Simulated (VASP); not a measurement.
HgPd, 2 atoms in the cell. Symmetry: Pmmm, No. 47, orthorhombic system. The conventional cell has a = 2.939 Å, b = 3.030 Å, c = 3.692 Å, α = 90.00°, β = 90.00°, γ = 90.00°. Within 3.7 Å of Hg (site symmetry mmm) lie 8 Pd at 2.80 Å and 6 Hg at 2.94 to 3.69 Å. Within 3.7 Å of Pd (site symmetry mmm) lie 8 Hg at 2.80 Å and 6 Pd at 2.94 to 3.69 Å.  This cell differs from its parent crystal: strain -0.0300 x Voigt [0, 1, 0, 0, 0, 0].

| Item | Value |
| --- | --- |
| Program | VASP 6.6.1 |
| Task | single point |
| Functional | LDA |
| Potentials or basis | VASP PAW LDA potentials, release 64 (Hg, Pd) |
| Cutoff | 520 eV |
| k mesh | 16 × 16 × 14 |
| Occupations | gaussian, width 0.15 eV |
| Spin | no spin polarisation |
| Dipole correction | no |
| Further INCAR settings | ALGO = Normal; EDIFF = 1e-07; NBANDS = 18 |

Potentials or basis: VASP PAW LDA potentials, release 64 (Hg, Pd).

Command:

```bash
$ cat potpaw_LDA.64/Hg/POTCAR potpaw_LDA.64/Pd/POTCAR > POTCAR
$ mpirun -np 1 vasp_std > vasp.out
```

Hardware: 1 thread of Intel(R) Xeon(R) Platinum 8488C (Sapphire Rapids) (shared host).

Task: Estimate the wall time of this run.

Result: Wall time 110 s on 1 thread of Intel(R) Xeon(R) Platinum 8488C (Sapphire Rapids), on a shared host, peak memory 0.47 GiB. Counts: scf iterations 13, k points 648.
